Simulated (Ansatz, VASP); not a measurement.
## Two plane-wave programs on SiNi

```xyz
4
Lattice="2.9428 0.0000 0.0000 0.0000 3.2803 0.0000 0.0000 0.0000 4.6774" Properties=species:S:1:pos:R:3 pbc="T T T"
Ni    1.4714    1.6402    1.6020
Ni    0.0000    0.0000    3.0754
Si    1.4714    1.6402    3.9438
Si    0.0000    0.0000    0.7337
```

Alike in both runs: task relaxation of cell and atoms; functional LDA; k mesh 9 × 8 × 6; occupations fermi-dirac, width 0.05 eV; collinear spin; Hubbard terms Ni d U = 8.0 eV.

|  | VASP | Ansatz |
| --- | --- | --- |
| version | VASP 6.6.1 | Ansatz 0.2.0 |
| potentials or method | VASP PAW LDA potentials, release 64 (Ni, Si) | Ansatz PAW |
| plane-wave cutoff (eV) | 600 | 420 |
| valence electrons in the cell | 28 | 44 |

|  | VASP | Ansatz | Ansatz less VASP |
| --- | --- | --- | --- |
| gap on the k mesh at the Fermi level, each at its own relaxed structure (eV) | none | none | - |
| net moment per atom (μB) | 0.00 | 0.00 | 0.000 |
| relaxed volume (Å³/atom) | 10.16 | 10.97 | +0.809 |
| relaxed length of the cell vector where the two differ most in proportion (Å) | 3.171 | 3.265 | +0.0935 |

LDA's correlation is that of Perdew and Zunger in VASP and of Perdew and Wang (1992) in Ansatz. The programs project onto different local orbitals, so the same U acts differently, and such runs can settle in different states. A gap of «none» marks a metal or a gap that the smearing closes. VASP's potentials hold 28 valence electrons a cell and Ansatz's 44, so a difference there can come from the potentials and not from the codes.

Noted on Ansatz's run: the magnetic or orbital state may not be the lowest; the plane-wave basis is chosen anew once the cell has moved, so the energies of steps on either side of that aren't comparable.
